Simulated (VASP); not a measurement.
Wanted: the native input for a VASP 6.6.1 run.

```yaml
Task: single point
Functional: r2SCAN
Potentials_or_basis: VASP PAW PBE potentials, release 64 (Cd)
Cutoff: 520 eV
k_mesh: 10 × 10 × 10
Occupations: gaussian, width 0.05 eV
Spin: non-collinear spin, zero start, spin-orbit coupling
Starting_moments: "[[0.0, 0.0, 0.0]] μB"
Dipole_correction: no
Further_INCAR_settings: ALGO = Normal; EDIFF = 1e-06; NBANDS = 23
```

Crystal: Cd.

```
Cd
1.0
    -1.76275    1.76275    1.76275
     1.76275   -1.76275    1.76275
     1.76275    1.76275   -1.76275
Cd
1
Cartesian
  0.0000 0.0000 0.0000
```

This isn't the form of Cd at room conditions, which is hcp.

The input as run:

POSCAR

```
Cd
1.0
   -1.7627506587      1.7627506587      1.7627506587
    1.7627506587     -1.7627506587      1.7627506587
    1.7627506587      1.7627506587     -1.7627506587
Cd
1
Direct
    0.0000000000      0.0000000000      0.0000000000
```

INCAR.step1

```
SYSTEM = Cd
PREC     = Accurate       ! precision mode
ENCUT    = 520            ! plane-wave cutoff, eV
ISMEAR   = 0              ! smearing method
SIGMA    = 0.05           ! smearing width, eV
LREAL    = .FALSE.        ! projectors in reciprocal space
LASPH    = .TRUE.         ! aspherical terms in the spheres
NELM     = 150            ! most SCF steps
MAGMOM   = 0 0 0          ! initial moments
LSORBIT  = .TRUE.         ! spin-orbit coupling
GGA_COMPAT= .FALSE.      
NBANDS   = 23             ! bands
GGA      = PE             ! functional
ALGO     = Normal         ! electronic algorithm
EDIFF    = 1E-4           ! SCF threshold, eV
LWAVE    = .TRUE.         ! write WAVECAR
LCHARG   = .FALSE.        ! write CHGCAR
```

INCAR.step2

```
SYSTEM = Cd
PREC     = Accurate       ! precision mode
ENCUT    = 520            ! plane-wave cutoff, eV
EDIFF    = 1E-6           ! SCF threshold, eV
ISMEAR   = 0              ! smearing method
SIGMA    = 0.05           ! smearing width, eV
LREAL    = .FALSE.        ! projectors in reciprocal space
LASPH    = .TRUE.         ! aspherical terms in the spheres
NELM     = 150            ! most SCF steps
ALGO     = Normal         ! electronic algorithm
ISIF     = 2              ! what is computed and relaxed
LWAVE    = .FALSE.        ! write WAVECAR
LCHARG   = .FALSE.        ! write CHGCAR
MAGMOM   = 0 0 0          ! initial moments
LORBIT   = 11             ! projections on sites
LSORBIT  = .TRUE.         ! spin-orbit coupling
GGA_COMPAT= .FALSE.      
LORBMOM  = .TRUE.       
METAGGA  = R2SCAN         ! meta-GGA
LMIXTAU  = .TRUE.       
NBANDS   = 23             ! bands
ISTART   = 1
```

KPOINTS

```
regular mesh
0
G
  10 10 10
  0 0 0
```

Potentials or basis: VASP PAW PBE potentials, release 64 (Cd).

Launch:

```bash
$ cat potpaw_PBE.64/Cd/POTCAR > POTCAR
$ cp INCAR.step1 INCAR
$ mpirun -np 1 vasp_ncl > vasp.out
$ cp INCAR.step2 INCAR
$ mpirun -np 1 vasp_ncl > vasp.out
```

It gave:

The pressure is 0.3 GPa and the net moment is 0.00 μB per cell. The valence electrons inside the program's atomic spheres are Cd 10.32.

Caveat: the PAW data sets were made with another functional, which shifts forces and pressure a little.

Run time: 3.7 min on 1 thread of AMD EPYC 7R13 Processor (Zen 3) (shared host), peak memory 0.19 GiB.
